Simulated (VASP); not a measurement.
# BN (Amm2) in VASP: further runs

The runs below take BN through single point, with PBE.

All numbers are computed with VASP 6.6.1; they aren't measurements. Logs are shortened: lines on timing, memory, paths and dates and some standing lists are left out, and cuts for length are marked.

### 1 The cell of the first run

Symmetry: Amm2, No. 38, orthorhombic system. The conventional cell has a = 6.661 Å, b = 2.504 Å, c = 4.337 Å, α = 90.00°, β = 90.00°, γ = 90.00°. B (site symmetry mm2) has 3 N at 1.38 to 1.60 Å within 1.8 Å. B (site symmetry mm2) has 3 N at 1.45 Å within 1.9 Å. N (site symmetry mm2) has 3 B at 1.45 Å within 1.9 Å. Within 1.8 Å of N (site symmetry mm2) lie 3 B at 1.38 to 1.60 Å.

### 2 Single point, PBE (atom 1 (B) moved by (+0.000, -0.150) A along x and y)

File INCAR:

```
SYSTEM = BN
PREC = Accurate
ENCUT = 520
EDIFF = 1E-6
ISMEAR = 0
SIGMA = 0.05
LREAL = .False.
LASPH = .True.
NELM = 60
ALGO = Normal
ISIF = 2
LWAVE = .False.
LCHARG = .False.
GGA = PE
NBANDS = 16
```

File KPOINTS:

```
Automatic mesh
0
Gamma
  12 12 4
  0 0 0
```

File POSCAR:

```
BN
1.0
    2.5039917043      0.0000000000      0.0000000000
   -1.2519958522      2.1685204268      0.0000000000
    0.0000000000      0.0000000000      6.6612000000
B N
2 2
Direct
    0.2987475397      0.5974950794      0.2500000000
    0.6666666667      0.3333333333      0.7500000000
    0.3333333333      0.6666666667      0.7500000000
    0.6666666667      0.3333333333      0.2500000000
```

Potentials or basis: VASP PAW PBE potentials, release 64 (B, N).

The run is started by

```
> cat potpaw_PBE.64/B/POTCAR potpaw_PBE.64/N/POTCAR > POTCAR
> mpirun -np 1 vasp_std > vasp.out
```

OUTCAR:

```text
SYSTEM = BN
   PREC = Accurate
   ENCUT = 520
   EDIFF = 1E-6
   ISMEAR = 0
   LREAL = .False.
   LASPH = .True.
   NELM = 60
   ISIF = 2
   GGA = PE

 ion  position               nearest neighbor table
   1  0.299  0.597  0.250-   4 1.38   4 1.38   4 1.60
   2  0.667  0.333  0.750-   3 1.45   3 1.45   3 1.45
   3  0.333  0.667  0.750-   2 1.45   2 1.45   2 1.45
   4  0.667  0.333  0.250-   1 1.38   1 1.38   1 1.60

  LATTYP: Found a hexagonal cell.
 ALAT       =     2.5039917043
 C/A-ratio  =     2.6602324555

  Lattice vectors:

 A1 = (   2.5039917043,   0.0000000000,   0.0000000000)
 A2 = (  -1.2519958522,   2.1685204268,   0.0000000000)
 A3 = (   0.0000000000,   0.0000000000,   6.6612000000)

Analysis of symmetry for initial positions (statically):
=====================================================================
 Subroutine PRICEL returns:
 Original cell was already a primitive cell.

 Routine SETGRP: Setting up the symmetry group for a
 hexagonal supercell.

 Subroutine GETGRP returns: Found  4 space group operations
 (whereof  2 operations were pure point group operations)
 out of a pool of 24 trial point group operations.

The static configuration has the point symmetry C_1h.
 The point group associated with its full space group is C_2v.

Analysis of symmetry for dynamics (positions and initial velocities):
=====================================================================
 Subroutine PRICEL returns:
 Original cell was already a primitive cell.

 Routine SETGRP: Setting up the symmetry group for a
 hexagonal supercell.

 Subroutine GETGRP returns: Found  4 space group operations
 (whereof  2 operations were pure point group operations)
 out of a pool of 24 trial point group operations.

The dynamic configuration has the point symmetry C_1h.
 The point group associated with its full space group is C_2v.

 Subroutine INISYM returns: Found  4 space group operations
 (whereof  2 operations are pure point group operations),
 and found     1 'primitive' translations

----------------------------------------------------------------------------------------

                                     Primitive cell

  volume of cell :      36.1700

  direct lattice vectors                    reciprocal lattice vectors
     2.503991704  0.000000000  0.000000000     0.399362345  0.230571958  0.000000000
    -1.251995852  2.168520427  0.000000000     0.000000000  0.461143915  0.000000000
     0.000000000  0.000000000  6.661200000     0.000000000  0.000000000  0.150123101

  length of vectors
     2.503991704  2.503991704  6.661200000     0.461143915  0.461143915  0.150123101

  position of ions in fractional coordinates (direct lattice)
     0.298747540  0.597495079  0.250000000
     0.666666667  0.333333333  0.750000000
     0.333333333  0.666666667  0.750000000
     0.666666667  0.333333333  0.250000000

  ion indices of the primitive-cell ions
   primitive index   ion index
                 1           1
                 2           2
                 3           3
                 4           4

----------------------------------------------------------------------------------------

 KPOINTS: Automatic mesh

Automatic generation of k-mesh.
 Grid dimensions read from file:
 generate k-points for:   12   12    4

 Generating k-lattice:

  Cartesian coordinates                     Fractional coordinates (reciprocal lattice)
     0.033280195  0.019214330  0.000000000     0.083333333 -0.000000000  0.000000000
     0.000000000  0.038428660  0.000000000     0.000000000  0.083333333  0.000000000
     0.000000000  0.000000000  0.037530775     0.000000000  0.000000000  0.250000000

  Length of vectors
     0.038428660  0.038428660  0.037530775

  Shift w.r.t. Gamma in fractional coordinates (k-lattice)
     0.000000000  0.000000000  0.000000000

 Subroutine IBZKPT returns following result:
 ===========================================

 Found    129 irreducible k-points:

 Following reciprocal coordinates:
            Coordinates               Weight
  0.000000  0.000000  0.000000      1.000000
  0.083333  0.000000  0.000000      4.000000
  0.000000  0.083333  0.000000      2.000000
  0.166667  0.000000  0.000000      4.000000
  0.000000  0.166667  0.000000      2.000000
  0.250000  0.000000  0.000000      4.000000
[... 16 lines left out ...]
 -0.083333  0.416667  0.000000      4.000000
 -0.416667  0.333333  0.000000      4.000000
 [... further k-points ...]
   k-points           NKPTS =    129   k-points in BZ     NKDIM =    129   number of bands    NBANDS=     16
   number of dos      NEDOS =    301   number of ions     NIONS =      4
   total plane-waves  NPLWV =  20000
   dimension x,y,z NGX =    20 NGY =   20 NGZ =   50
   dimension x,y,z NGXF=    40 NGYF=   40 NGZF=  100
   ions per type =               2   2
   NGX,Y,Z   is equivalent  to a cutoff of  13.28, 13.28, 12.48 a.u.
   NGXF,Y,Z  is equivalent  to a cutoff of  26.56, 26.56, 24.96 a.u.
 SYSTEM =  BN
   PREC   = accura    normal or accurate (medium, high low for compatibility)
   ISTART =      0    job   : 0-new  1-cont  2-samecut
   ICHARG =      2    charge: 1-file 2-atom 10-const
   ISPIN  =      1    spin polarized calculation?
   LNONCOLLINEAR =      F non collinear calculations
   LSORBIT =      F    spin-orbit coupling
   LASPH  =      T    aspherical Exc in radial PAW
   ENCUT  =  520.0 eV  38.22 Ry    6.18 a.u.   4.66  4.66 12.39*2*pi/ulx,y,z
   NELM   =     60;   NELMIN=  2; NELMDL= -5     # of ELM steps
   EDIFF  = 0.1E-05   stopping-criterion for ELM
   LREAL  =      F    real-space projection
   EDIFFG = 0.1E-04   stopping-criterion for IOM
   NSW    =      0    number of steps for IOM
   IBRION =     -1    ionic relax: 0-MD 1-quasi-New 2-CG
   NFREE  =      0    steps in history (QN), initial steepest desc. (CG)
   ISIF   =      2    stress and relaxation
   ISYM   =      2    0-nonsym 1-usesym 2-fastsym
   POTIM  = 0.5000    time-step for ionic-motion
   TEBEG  =    0.0;   TEEND  =   0.0 temperature during run
   PSTRESS=    0.0 pullay stress
   NELECT =      16.0000    total number of electrons
   NUPDOWN=      -1.0000    fix difference up-down
   EMIN   =  10.00;   EMAX   =-10.00  energy-range for DOS
   EFERMI =   0.00;   METHOD = LEGACY
   ISMEAR =     0;   SIGMA  =   0.05  broadening in eV -4-tet -1-fermi 0-gaus
   EFERMI_NEDOS =   21; number of points for ismear=-14 and -15
   IALGO  =     38    algorithm
   IMIX   =      4    mixing-type and parameters
     AMIX     =   0.40;   BMIX     =  1.00
     AMIX_MAG =   1.60;   BMIX_MAG =  1.00
  volume/ion in A,a.u.               =       9.04        61.02
  Fermi-wavevector in a.u.,A,eV,Ry     =   1.247379  2.357205 21.170055  1.555955
  Thomas-Fermi vector in A             =   2.381514
   LORBIT       =      0    0 simple, 1 ext, 2 COOP (PROOUT), +10 PAW based schemes
   GGA     = PE    functional components
   LHFCALC =     F    Hartree Fock is set to
   AEXX    =    0.0000 exact exchange contribution
   IVDW    =     0    specifies the selected vdW correction
   LEPSILON=     F    determine dielectric tensor
   LRPA    =     F    only Hartree local field effects (RPA)
 non-spin polarized calculation
 Gauss-broadening in eV      SIGMA  =   0.05
  energy-cutoff  :      520.00
  volume of cell :       36.17
 maximum number of plane-waves:       992
   NGX =  9   NGY =  9   NGZ = 25

 number of electron      15.9999998 magnetization

 Free energy of the ion-electron system (eV)
  ---------------------------------------------------
  ext. energy  EPLUGINS =         0.00000000
  ---------------------------------------------------
  free energy    TOTEN  =       -34.76030439 eV

  energy without entropy =      -34.76030439  energy(sigma->0) =      -34.76030439

 E-fermi :   2.8678     XC(G=0): -10.0441

 val. band max:        2.6681713888   @ k =   0.0000   0.0000   0.5000
 cond. band min:       6.2656649927   @ k =   0.5000   0.0000   0.0000
 fundamental gap:      3.5974936040
 Fermi energy:         2.8677987681

 k-point     1 :       0.0000    0.0000    0.0000
  band No.  band energies     occupation
      1     -15.5593      2.00000
      2     -15.2725      2.00000
      3      -3.9763      2.00000
      4      -1.8923      2.00000
      5      -0.7936      2.00000
      6       0.9202      2.00000
[... 8 lines left out ...]
     15      15.3304      0.00000
     16      16.3609      0.00000

 k-point     2 :       0.0833    0.0000    0.0000
  band No.  band energies     occupation
      1     -15.4260      2.00000
      2     -15.1440      2.00000
      3      -3.7883      2.00000
      4      -1.7226      2.00000
      5      -1.1675      2.00000
      6       0.3601      2.00000
[... 8 lines left out ...]
     15      14.9132      0.00000
     16      16.4564      0.00000

 k-point     3 :       0.0000    0.0833    0.0000
  band No.  band energies     occupation
      1     -15.4211      2.00000
      2     -15.1385      2.00000
      3      -3.7940      2.00000
      4      -1.7305      2.00000
      5      -0.9658      2.00000
      6       0.3598      2.00000
[... 8 lines left out ...]
     15      14.9018      0.00000
     16      16.8679      0.00000

 k-point     4 :       0.1667    0.0000    0.0000
  band No.  band energies     occupation
      1     -15.0338      2.00000
      2     -14.7657      2.00000
      3      -3.2305      2.00000
      4      -2.1720      2.00000
      5      -1.2230      2.00000
      6      -1.0522      2.00000
[... 8 lines left out ...]
     15      16.0474      0.00000
     16      17.3232      0.00000

 k-point     5 :       0.0000    0.1667    0.0000
  band No.  band energies     occupation
      1     -15.0137      2.00000
      2     -14.7434      2.00000
      3      -3.2552      2.00000
      4      -1.4049      2.00000
      5      -1.2568      2.00000
      6      -1.0530      2.00000
[... 8 lines left out ...]
     15      16.0435      0.00000
     16      18.0284      0.00000

 k-point     6 :       0.2500    0.0000    0.0000
  band No.  band energies     occupation
      1     -14.4120      2.00000
      2     -14.1650      2.00000
      3      -3.5597      2.00000
      4      -2.8397      2.00000
      5      -2.3261      2.00000
      6      -0.6986      2.00000
[... 8 lines left out ...]
     15      17.5168      0.00000
     16      18.3158      0.00000
[... 267 lines left out ...]
 k-point    21 :      -0.3333    0.2500    0.0000
  band No.  band energies     occupation
      1     -13.9643      2.00000
      2     -13.7234      2.00000
      3      -4.3736      2.00000
      4      -3.7662      2.00000
      5      -1.6136      2.00000
      6      -1.3925      2.00000
[... 8 lines left out ...]
     15      17.3599      0.00000
     16      18.7012      0.00000

 k-point    22 :       0.3333    0.0833    0.0000
  band No.  band energies     occupation
      1     -13.1293      2.00000
      2     -12.9362      2.00000
      3      -5.6755      2.00000
      4      -5.3545      2.00000
      5      -1.9452      2.00000
      6      -1.3092      2.00000
[... 8 lines left out ...]
     15      17.4375      0.00000
     16      20.8300      0.00000

 k-point    23 :      -0.0833    0.4167    0.0000
  band No.  band energies     occupation
      1     -13.0395      2.00000
      2     -12.8388      2.00000
      3      -5.3633      2.00000
      4      -4.8911      2.00000
      5      -2.8874      2.00000
      6      -1.9427      2.00000
[... 8 lines left out ...]
     15      17.5488      0.00000
     16      20.6121      0.00000

 k-point    24 :      -0.4167    0.3333    0.0000
  band No.  band energies     occupation
      1     -13.1767      2.00000
      2     -12.9497      2.00000
      3      -5.6725      2.00000
      4      -5.3550      2.00000
      5      -1.9451      2.00000
      6      -1.1699      2.00000
[... 8 lines left out ...]
     15      17.6375      0.00000
     16      20.7235      0.00000

 [... further k-points ...]

------------------------ aborting loop because EDIFF is reached ----------------------------------------

  FORCE on cell =-STRESS in cart. coord.  units (eV):
  Direction    XX          YY          ZZ          XY          YZ          ZX
  --------------------------------------------------------------------------------------
  -------------------------------------------------------------------------------------
  Total        3.7107546      0.3761893      0.6037473     -0.0000000      0.0000000      0.0000000
  in kB      164.3705232     16.6635729     26.7434155     -0.0000000      0.0000000      0.0000000
  external PRESSURE =      69.2591706 kB  Pullay stress =       0.0000000 kB

 VOLUME and BASIS-vectors are now :
 -----------------------------------------------------------------------------
  energy-cutoff  :      520.00
  volume of cell :       36.17
      direct lattice vectors                 reciprocal lattice vectors
     2.503991704  0.000000000  0.000000000     0.399362345  0.230571958  0.000000000
    -1.251995852  2.168520427  0.000000000     0.000000000  0.461143915  0.000000000
     0.000000000  0.000000000  6.661200000     0.000000000  0.000000000  0.150123101

 POSITION                                       TOTAL-FORCE (eV/Angst)
 -----------------------------------------------------------------------------------
     -0.00000      1.29568      1.66530        -0.000000      4.781264      0.000000
      1.25200      0.72284      4.99590        -0.000000      0.000649      0.000000
     -0.00000      1.44568      4.99590         0.000000     -0.004733      0.000000
      1.25200      0.72284      1.66530         0.000000     -4.777181      0.000000
 -----------------------------------------------------------------------------------
    total drift:                                0.000000     -0.000089     -0.000000

  FREE ENERGIE OF THE ION-ELECTRON SYSTEM (eV)
  ---------------------------------------------------
  free  energy   TOTEN  =       -34.7603043889 eV

  energy  without entropy=      -34.7603043889  energy(sigma->0) =      -34.76030439
```

Run time: 40 s. Hardware: 1 thread of Intel Xeon Platinum 8559C (Emerald Rapids), shared host; peak memory 0.18 GiB.

Results:

| Item | Value |
| --- | --- |
| Free energy | -34.7603 eV |
| Pressure | 6.9 GPa |
| Largest force | 4.781 eV/Å |
| Band gap on the k mesh | 3.60 eV (least direct gap 4.38 eV) |

Forces in eV/Å, atoms in the order of the input:
```
B    0.000  4.781  0.000
B    0.000  0.001  0.000
N    0.000 -0.005  0.000
N    0.000 -4.777  0.000
```

Caveat: the cell differs from its parent crystal (atom 1 (B) moved by (+0.000, -0.150) A along x and y); the stress differs along the axes, from 2 to 16 GPa; this functional lacks dispersion, which binds layers or chains, so the pressure and a relaxed spacing across them are unreliable; forces of over 1 eV/Å act on the atoms, so gaps and moduli don't describe the material at rest.

### 3 Single point, PBE (atom 1 (B) moved by (+0.000, +0.150) A along x and y)

File INCAR:

```
PREC = Accurate ; ENCUT = 520
EDIFF = 1E-6 ; ISMEAR = 0
SIGMA = 0.05 ; LREAL = F
LASPH = T ; NELM = 100
ALGO = Normal ; ISIF = 2
LWAVE = F ; LCHARG = F
GGA = PE ; NBANDS = 16
```

File KPOINTS:

```
regular mesh
0
Gamma
  12 12 4
```

Changes to POSCAR since step 2:

```diff
@@ -8,3 +8,3 @@
 Direct
-    0.2987475397      0.5974950794      0.2500000000
+    0.3679191270      0.7358382540      0.2500000000
     0.6666666667      0.3333333333      0.7500000000
```

Potentials or basis: VASP PAW PBE potentials, release 64 (B, N).

The run is started by

```
> cat potpaw_PBE.64/B/POTCAR potpaw_PBE.64/N/POTCAR > POTCAR
> mpirun -np 1 vasp_std > vasp.out
```

Run time: 42 s. Hardware: 1 thread of Intel Xeon Platinum 8559C (Emerald Rapids), shared host; peak memory 0.19 GiB.

The run converged. Its results:

| Quantity | Value |
| --- | --- |
| Free energy | -34.6096 eV |
| Pressure | 8.4 GPa |
| Largest force | 7.897 eV/Å |
| Band gap on the k mesh | 3.47 eV (least direct gap 4.10 eV) |

Forces in eV/Å, atoms in the order of the input:
```
B    0.000 -7.896  0.000
B    0.000  0.000  0.000
N    0.000  0.000  0.000
N    0.000  7.897  0.000
```

Stress tensor (GPa, compression positive):
```
-0.24  0.00  0.00
 0.00 22.79  0.00
 0.00  0.00  2.66
```

Levels at points of the mesh, in eV from the valence-band top:
| k point | band 6 | band 7 | band 8 | band 9 | band 10 | band 11 |
| --- | --- | --- | --- | --- | --- | --- |
| (0.00, 0.00, 0.00) | -1.67 | -1.67 | 0.00 | 4.90 | 9.19 | 9.95 |
| (0.50, 0.00, 0.00) | -4.46 | -1.99 | -0.92 | 4.14 | 5.74 | 8.65 |
| (0.00, 0.50, 0.00) | -3.69 | -1.57 | -0.62 | 3.48 | 4.88 | 9.30 |
| (0.00, 0.00, 0.50) | -1.67 | -1.67 | 0.00 | 7.22 | 7.23 | 9.19 |
| (0.50, 0.00, 0.50) | -4.47 | -1.62 | -1.27 | 4.39 | 5.05 | 8.84 |
| (0.00, 0.50, 0.50) | -3.69 | -1.27 | -0.84 | 3.51 | 4.37 | 9.57 |

Caveat: the cell differs from its parent crystal (atom 1 (B) moved by (+0.000, +0.150) A along x and y); the stress differs along the axes, from -0 to 23 GPa; this functional lacks dispersion, which binds layers or chains, so the pressure and a relaxed spacing across them are unreliable; forces of over 1 eV/Å act on the atoms, so gaps and moduli don't describe the material at rest. A k mesh can miss the band edges.
